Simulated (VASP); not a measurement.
# AlN in VASP: notebook

The runs below take AlN through single point, with PBEsol.

Program: VASP 6.6.1. These are calculated values, not measurements. Logs are shortened: lines on timing, memory, paths and dates and some standing lists are left out, and cuts for length are marked.

## (1) The cell of the first run

The cell holds a slab with vacuum, 8 atoms: a = 3.114 Å, b = 3.114 Å, c = 34.001 Å, α = 90.00°, β = 90.00°, γ = 120.00°.

## (2) Single point, PBEsol

Contents of INCAR:

```
ALGO = Normal
DIPOL = 0.5 0.5 0.339
EDIFF = 1E-6
ENCUT = 520
GGA = PS
IDIPOL = 3
ISIF = 2
ISMEAR = 0
LASPH = T
LCHARG = F
LDIPOL = T
LREAL = F
LWAVE = F
NBANDS = 26
NELM = 100
PREC = Accurate
SIGMA = 0.1
```

Contents of KPOINTS:

```
k-points
0
Gamma
  12 12 1
```

Contents of POSCAR:

```
AlN
1.0
    3.1136926474      0.0000000000      0.0000000000
   -1.5568463237      2.6965369322      0.0000000000
    0.0000000000      0.0000000000     34.0006361247
N Al
4 4
Direct
    0.6666666667      0.3333333333      0.2277480002
    0.3333333333      0.6666666667      0.2952620645
    0.6666666667      0.3333333333      0.3661725031
    0.3333333333      0.6666666667      0.4385350022
    0.3333333333      0.6666666667      0.2366997401
    0.6666666667      0.3333333333      0.3087181958
    0.3333333333      0.6666666667      0.3813396027
    0.6666666667      0.3333333333      0.4551766675
```

Potentials or basis: VASP PAW PBE potentials, release 64 (N, Al).

The run is started by

```bash
cat potpaw_PBE.64/N/POTCAR potpaw_PBE.64/Al/POTCAR > POTCAR
mpirun -np 1 vasp_std > vasp.out
```

OUTCAR:

```text
EDIFF = 1E-6
   ENCUT = 520
   GGA = PS
   ISIF = 2
   ISMEAR = 0
   LASPH = T
   LREAL = F
   NELM = 100
   PREC = Accurate

 ion  position               nearest neighbor table
   1  0.667  0.333  0.228-   5 1.82   5 1.82   5 1.82
   2  0.333  0.667  0.295-   6 1.85   6 1.85   6 1.85   5 1.99
   3  0.667  0.333  0.366-   7 1.87   7 1.87   7 1.87   6 1.95
   4  0.333  0.667  0.439-   8 1.88   8 1.88   8 1.88   7 1.94
   5  0.333  0.667  0.237-   1 1.82   1 1.82   1 1.82   2 1.99   6 3.04   6 3.04   6 3.04
   6  0.667  0.333  0.309-   2 1.85   2 1.85   2 1.85   3 1.95   5 3.04   5 3.04   5 3.04   7 3.05
                             7 3.05   7 3.05
   7  0.333  0.667  0.381-   3 1.87   3 1.87   3 1.87   4 1.94   6 3.05   6 3.05   6 3.05   8 3.09
                             8 3.09   8 3.09
   8  0.667  0.333  0.455-   4 1.88   4 1.88   4 1.88   7 3.09   7 3.09   7 3.09

  LATTYP: Found a hexagonal cell.
 ALAT       =     3.1136926474
 C/A-ratio  =    10.9197149414

  Lattice vectors:

 A1 = (   3.1136926474,   0.0000000000,   0.0000000000)
 A2 = (  -1.5568463237,   2.6965369322,   0.0000000000)
 A3 = (   0.0000000000,   0.0000000000,  34.0006361247)

Analysis of symmetry for initial positions (statically):
=====================================================================
 Subroutine PRICEL returns:
 Original cell was already a primitive cell.

 Routine SETGRP: Setting up the symmetry group for a
 hexagonal supercell.

 Subroutine GETGRP returns: Found  6 space group operations
 (whereof  6 operations were pure point group operations)
 out of a pool of 24 trial point group operations.

The static configuration has the point symmetry C_3v.

Analysis of symmetry for dynamics (positions and initial velocities):
=====================================================================
 Subroutine PRICEL returns:
 Original cell was already a primitive cell.

 Routine SETGRP: Setting up the symmetry group for a
 hexagonal supercell.

 Subroutine GETGRP returns: Found  6 space group operations
 (whereof  6 operations were pure point group operations)
 out of a pool of 24 trial point group operations.

The dynamic configuration has the point symmetry C_3v.

 Subroutine INISYM returns: Found  6 space group operations
 (whereof  6 operations are pure point group operations),
 and found     1 'primitive' translations

----------------------------------------------------------------------------------------

                                     Primitive cell

  volume of cell :     285.4757

  direct lattice vectors                    reciprocal lattice vectors
     3.113692647  0.000000000  0.000000000     0.321162078  0.185423012  0.000000000
    -1.556846324  2.696536932  0.000000000     0.000000000  0.370846024  0.000000000
     0.000000000  0.000000000 34.000636125     0.000000000  0.000000000  0.029411214

  length of vectors
     3.113692647  3.113692647 34.000636125     0.370846024  0.370846024  0.029411214

  position of ions in fractional coordinates (direct lattice)
     0.666666667  0.333333333  0.227748000
     0.333333333  0.666666667  0.295262065
     0.666666667  0.333333333  0.366172503
     0.333333333  0.666666667  0.438535002
     0.333333333  0.666666667  0.236699740
     0.666666667  0.333333333  0.308718196
     0.333333333  0.666666667  0.381339603
     0.666666667  0.333333333  0.455176667

  ion indices of the primitive-cell ions
   primitive index   ion index
                 1           1
                 2           2
                 3           3
                 4           4
                 5           5
                 6           6
                 7           7
                 8           8

----------------------------------------------------------------------------------------

 KPOINTS: k-points

Automatic generation of k-mesh.
 Grid dimensions read from file:
 generate k-points for:   12   12    1

 Generating k-lattice:

  Cartesian coordinates                     Fractional coordinates (reciprocal lattice)
     0.026763506  0.015451918  0.000000000     0.083333333  0.000000000  0.000000000
     0.000000000  0.030903835  0.000000000     0.000000000  0.083333333  0.000000000
     0.000000000  0.000000000  0.029411214     0.000000000  0.000000000  1.000000000

  Length of vectors
     0.030903835  0.030903835  0.029411214

  Shift w.r.t. Gamma in fractional coordinates (k-lattice)
     0.000000000  0.000000000  0.000000000

 Subroutine IBZKPT returns following result:
 ===========================================

 Found     19 irreducible k-points:

 Following reciprocal coordinates:
            Coordinates               Weight
  0.000000  0.000000  0.000000      1.000000
  0.083333  0.000000  0.000000      6.000000
  0.166667 -0.000000  0.000000      6.000000
  0.250000 -0.000000  0.000000      6.000000
  0.333333 -0.000000  0.000000      6.000000
  0.416667  0.000000  0.000000      6.000000
[... 11 lines left out ...]
  0.333333  0.250000  0.000000     12.000000
  0.333333  0.333333  0.000000      2.000000
   k-points           NKPTS =     19   k-points in BZ     NKDIM =     19   number of bands    NBANDS=     26
   number of dos      NEDOS =    301   number of ions     NIONS =      8
   total plane-waves  NPLWV = 147456
   dimension x,y,z NGX =    24 NGY =   24 NGZ =  256
   dimension x,y,z NGXF=    48 NGYF=   48 NGZF=  512
   ions per type =               4   4
   NGX,Y,Z   is equivalent  to a cutoff of  12.81, 12.81, 12.52 a.u.
   NGXF,Y,Z  is equivalent  to a cutoff of  25.63, 25.63, 25.03 a.u.
 SYSTEM =  unknown system
   PREC   = accura    normal or accurate (medium, high low for compatibility)
   ISTART =      0    job   : 0-new  1-cont  2-samecut
   ICHARG =      2    charge: 1-file 2-atom 10-const
   ISPIN  =      1    spin polarized calculation?
   LNONCOLLINEAR =      F non collinear calculations
   LSORBIT =      F    spin-orbit coupling
   LASPH  =      T    aspherical Exc in radial PAW
   ENCUT  =  520.0 eV  38.22 Ry    6.18 a.u.   5.79  5.79 63.22*2*pi/ulx,y,z
   NELM   =    100;   NELMIN=  2; NELMDL= -5     # of ELM steps
   EDIFF  = 0.1E-05   stopping-criterion for ELM
   LREAL  =      F    real-space projection
   EDIFFG = 0.1E-04   stopping-criterion for IOM
   NSW    =      0    number of steps for IOM
   IBRION =     -1    ionic relax: 0-MD 1-quasi-New 2-CG
   NFREE  =      0    steps in history (QN), initial steepest desc. (CG)
   ISIF   =      2    stress and relaxation
   ISYM   =      2    0-nonsym 1-usesym 2-fastsym
   POTIM  = 0.5000    time-step for ionic-motion
   TEBEG  =    0.0;   TEEND  =   0.0 temperature during run
   PSTRESS=    0.0 pullay stress
   NELECT =      32.0000    total number of electrons
   NUPDOWN=      -1.0000    fix difference up-down
   EMIN   =  10.00;   EMAX   =-10.00  energy-range for DOS
   EFERMI =   0.00;   METHOD = LEGACY
   ISMEAR =     0;   SIGMA  =   0.10  broadening in eV -4-tet -1-fermi 0-gaus
   EFERMI_NEDOS =   21; number of points for ismear=-14 and -15
   IALGO  =     38    algorithm
   IMIX   =      4    mixing-type and parameters
     AMIX     =   0.40;   BMIX     =  1.00
     AMIX_MAG =   1.60;   BMIX_MAG =  1.00
  volume/ion in A,a.u.               =      35.68       240.81
  Fermi-wavevector in a.u.,A,eV,Ry     =   0.789348  1.491651  8.477383  0.623070
  Thomas-Fermi vector in A             =   1.894472
   LORBIT       =      0    0 simple, 1 ext, 2 COOP (PROOUT), +10 PAW based schemes
   GGA     = PS    functional components
   LHFCALC =     F    Hartree Fock is set to
   AEXX    =    0.0000 exact exchange contribution
   IVDW    =     0    specifies the selected vdW correction
   LEPSILON=     F    determine dielectric tensor
   LRPA    =     F    only Hartree local field effects (RPA)
 non-spin polarized calculation
 Gauss-broadening in eV      SIGMA  =   0.10
  energy-cutoff  :      520.00
  volume of cell :      285.48
 maximum number of plane-waves:      7734
 NGX is ok and might be reduce to    24
   NGX = 11   NGY = 11   NGZ =127

 dipolmoment           0.000000      0.000000      0.071630 electrons x Angstroem

 number of electron      31.9999997 magnetization

 dipolmoment           0.000000      0.000000     -0.106021 electrons x Angstroem

 Free energy of the ion-electron system (eV)
  ---------------------------------------------------
  ext. energy  EPLUGINS =         0.00000000
  ---------------------------------------------------
  free energy    TOTEN  =       -59.00235368 eV

  energy without entropy =      -58.96426474  energy(sigma->0) =      -58.98330921

 E-fermi :  -1.5831     XC(G=0):  -3.8120

 val. band max:       -1.5948512213   @ k =   0.1667   0.1667   0.0000
 cond. band min:      -1.5703196930   @ k =   0.2500   0.2500   0.0000
 fundamental gap:      0.0245315284
 Fermi energy:        -1.5831427465

 k-point     1 :       0.0000    0.0000    0.0000
  band No.  band energies     occupation
      1     -18.7418      2.00000
      2     -17.4383      2.00000
      3     -16.3994      2.00000
      4     -14.8465      2.00000
      5      -8.9982      2.00000
      6      -6.8430      2.00000
[... 18 lines left out ...]
     25       5.0394      0.00000
     26       5.2947      0.00000

 k-point     2 :       0.0833    0.0000    0.0000
  band No.  band energies     occupation
      1     -18.6602      2.00000
      2     -17.3592      2.00000
      3     -16.3256      2.00000
      4     -14.7844      2.00000
      5      -8.9067      2.00000
      6      -6.8297      2.00000
[... 18 lines left out ...]
     25       5.1864      0.00000
[... 463 lines left out ...]
     25       6.9481      0.00000
     26       7.2611      0.00000

 k-point    19 :       0.3333    0.3333    0.0000
  band No.  band energies     occupation
      1     -16.9223      2.00000
      2     -15.7384      2.00000
      3     -14.8333      2.00000
      4     -13.7195      2.00000
      5      -8.6086      2.00000
      6      -8.4610      2.00000
[... 18 lines left out ...]
     25       7.2968      0.00000
     26       7.6462      0.00000

------------------------ aborting loop because EDIFF is reached ----------------------------------------

 vacuum level on the upper side and lower side of the slab       (xc-potential included)        -1.141         1.110

  FORCE on cell =-STRESS in cart. coord.  units (eV):
  Direction    XX          YY          ZZ          XY          YZ          ZX
  --------------------------------------------------------------------------------------
  -------------------------------------------------------------------------------------
  Total        2.1835077      2.1835077      0.1799015      0.0000000      0.0000000      0.0000000
  in kB       12.2545159     12.2545159      1.0096623      0.0000000      0.0000000      0.0000000
  external PRESSURE =       8.5062314 kB  Pullay stress =       0.0000000 kB

 VOLUME and BASIS-vectors are now :
 -----------------------------------------------------------------------------
  energy-cutoff  :      520.00
  volume of cell :      285.48
      direct lattice vectors                 reciprocal lattice vectors
     3.113692647  0.000000000  0.000000000     0.321162078  0.185423012  0.000000000
    -1.556846324  2.696536932  0.000000000     0.000000000  0.370846024  0.000000000
     0.000000000  0.000000000 34.000636125     0.000000000  0.000000000  0.029411214

 POSITION                                       TOTAL-FORCE (eV/Angst)
 -----------------------------------------------------------------------------------
      1.55685      0.89885      7.74358        -0.000000     -0.000000      0.032994
     -0.00000      1.79769     10.03910         0.000000      0.000000      0.404537
      1.55685      0.89885     12.45010        -0.000000     -0.000000      0.780743
     -0.00000      1.79769     14.91047         0.000000      0.000000      1.135840
     -0.00000      1.79769      8.04794         0.000000     -0.000000     -0.098891
      1.55685      0.89885     10.49662        -0.000000     -0.000000     -0.521346
     -0.00000      1.79769     12.96579        -0.000000     -0.000000     -0.934990
      1.55685      0.89885     15.47630         0.000000      0.000000     -0.798887
 -----------------------------------------------------------------------------------
    total drift:                                0.000000      0.000000     -0.003846

  FREE ENERGIE OF THE ION-ELECTRON SYSTEM (eV)
  ---------------------------------------------------
  free  energy   TOTEN  =       -59.0023536804 eV

  energy  without entropy=      -58.9642647429  energy(sigma->0) =      -58.98330921

 vacuum level on the upper side and lower side of the slab         2.589         4.875
```

Run time: 9.4 min. Hardware: 1 thread of AMD EPYC 7R13 (Zen 3), shared host; peak memory 0.41 GiB.

Results:

- Free energy: -59.0024 eV
- Largest force: 1.136 eV/Å
- Band gap on the k mesh: zero (bands 16 and 17 overlap by 0.27 eV)

Forces on the atoms (eV/Å):
```
N    0.000  0.000  0.033
N    0.000  0.000  0.405
N    0.000  0.000  0.781
N    0.000  0.000  1.136
Al   0.000  0.000 -0.099
Al   0.000  0.000 -0.521
Al   0.000  0.000 -0.935
Al   0.000  0.000 -0.799
```

Caveat: the PAW data sets were made with another functional, which shifts forces and pressure a little.

## (3) Single point, PBEsol

This run uses another cell than the first one.

Contents of INCAR:

```
SYSTEM = AlN
PREC     = Accurate       ! precision mode
ENCUT    = 520            ! plane-wave cutoff, eV
EDIFF    = 1E-6           ! SCF threshold, eV
ISMEAR   = 0              ! smearing method
SIGMA    = 0.1            ! smearing width, eV
LREAL    = .False.        ! projectors in reciprocal space
LASPH    = .True.         ! aspherical terms in the spheres
NELM     = 100            ! most SCF steps
ALGO     = Normal         ! electronic algorithm
ISIF     = 2              ! what is computed and relaxed
LWAVE    = .False.        ! write WAVECAR
LCHARG   = .True.         ! write CHGCAR
LDIPOL   = .True.       
IDIPOL   = 3            
DIPOL    = 0.5 0.5 0.338
GGA      = PS             ! functional
LELF     = .True.         ! ELF
LVHAR    = .True.       
LVACPOTAV= .True.       
NBANDS   = 26             ! bands
```

Contents of KPOINTS:

```
regular mesh
0
Gamma
  12 12 1
  0 0 0
```

Contents of POSCAR:

```
AlN
1.0
    3.1136926474      0.0000000000      0.0000000000
   -1.5568463237      2.6965369322      0.0000000000
    0.0000000000      0.0000000000     33.7906361247
N Al
4 4
Direct
    0.7537991017      0.2462008983      0.2255274787
    0.4211082388      0.5788917612      0.2934931942
    0.7546126510      0.2453873490      0.3650713961
    0.4214290960      0.5785709040      0.4380885086
    0.4204598536      0.5795401464      0.2348017404
    0.7543691180      0.2456308820      0.3076345497
    0.4212009309      0.5787990691      0.3810248528
    0.7547130862      0.2452869138      0.4548153548
```

Potentials or basis: VASP PAW PBE potentials, release 64 (N, Al).

The run is started by

```bash
cat potpaw_PBE.64/N/POTCAR potpaw_PBE.64/Al/POTCAR > POTCAR
mpirun -np 1 vasp_std > vasp.out
```

It took 21 min on 1 thread of AMD EPYC 7R13 (Zen 3), shared host; peak memory 0.5 GiB.

It converged, with:

```
Free energy            : -58.9692 eV
Largest force          : 1.215 eV/Å
Band gap on the k mesh : zero (bands 16 and 17 overlap by 0.30 eV)
```

Forces on the atoms (eV/Å):
```
N    0.000  0.000  0.037
N   -0.009  0.005  0.497
N   -0.007  0.004  0.997
N   -0.005  0.003  1.127
Al   0.005 -0.003 -0.117
Al   0.006 -0.003 -0.664
Al   0.007 -0.004 -1.215
Al   0.003 -0.002 -0.661
```

Levels at points of the mesh, in eV from the Fermi level:
| k point | band 13 | band 14 | band 15 | band 16 | band 17 | band 18 | band 19 | band 20 |
| --- | --- | --- | --- | --- | --- | --- | --- | --- |
| (0.00, 0.00, 0.00) | -1.32 | -1.00 | -0.44 | -0.44 | -0.26 | 3.05 | 4.06 | 4.45 |
| (0.50, 0.00, 0.00) | -2.19 | -2.00 | -1.03 | -0.23 | 0.86 | 2.44 | 4.09 | 5.06 |
| (0.50, 0.50, 0.00) | -2.19 | -1.99 | -1.03 | -0.23 | 0.86 | 2.44 | 4.09 | 5.06 |

Caveat: the PAW data sets were made with another functional, which shifts forces and pressure a little.

The gap in the log of VASP goes by the Fermi energy; the results here count the filled bands.